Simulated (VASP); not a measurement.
Crystal: TaWC2.

```xyz
4
Lattice="1.5719 0.9075 5.1016 -1.5719 0.9075 5.1016 0.0000 -1.8150 5.1016" Properties=species:S:1:pos:R:3 pbc="T T T"
W     0.0000    0.0000    0.0000
Ta    0.0000    0.0000    7.6524
C     0.0000    0.0000    3.8405
C     0.0000    0.0000   11.4644
```

Base run:

```yaml
Program: VASP 6.6.1
Functional: LDA
Potentials_or_basis: VASP PAW LDA potentials, release 64 (W_sv, Ta_pv, C)
Cutoff: 520 eV
k_mesh: 10 × 10 × 10
Occupations: fermi-dirac, width 0.05 eV
Spin: no spin polarisation
Hubbard_terms: Ta d U = 3.0 eV, W d U = 3.0 eV
```

Its results: band gap on the k mesh zero (an odd number of electrons rules out a gap without spin polarisation); pressure -7.9 GPa; largest force 0.091 eV/Å.

Question: After a change of settings the same cell gave: band gap on the k mesh zero (an odd number of electrons rules out a gap without spin polarisation); pressure -10.3 GPa; largest force 0.091 eV/Å. Which change was it?
A. hubbard terms from Ta d U = 3.0 eV, W d U = 3.0 eV to Ta d U = 2.0 eV, W d U = 2.0 eV
B. hubbard terms from Ta d U = 3.0 eV, W d U = 3.0 eV to none; further incar settings from ALGO = Normal; EDIFF = 1e-07; NBANDS = 24 to ALGO = Normal; EDIFF = 1e-06; NBANDS = 24
C. hubbard terms from Ta d U = 3.0 eV, W d U = 3.0 eV to Ta d U = 1.0 eV, W d U = 1.0 eV
D. hubbard terms from Ta d U = 3.0 eV, W d U = 3.0 eV to Ta d U = 4.0 eV, W d U = 4.0 eV; further incar settings from ALGO = Normal; EDIFF = 1e-07; NBANDS = 24 to ALGO = Normal; EDIFF = 1e-06; NBANDS = 24

Answer: A.

Caveats: the cell stands under tension; spin-orbit coupling is left out, which moves the levels of the heavy elements; U without spin polarisation on a metal has little footing; the U is typed as a test and isn't derived for this compound.
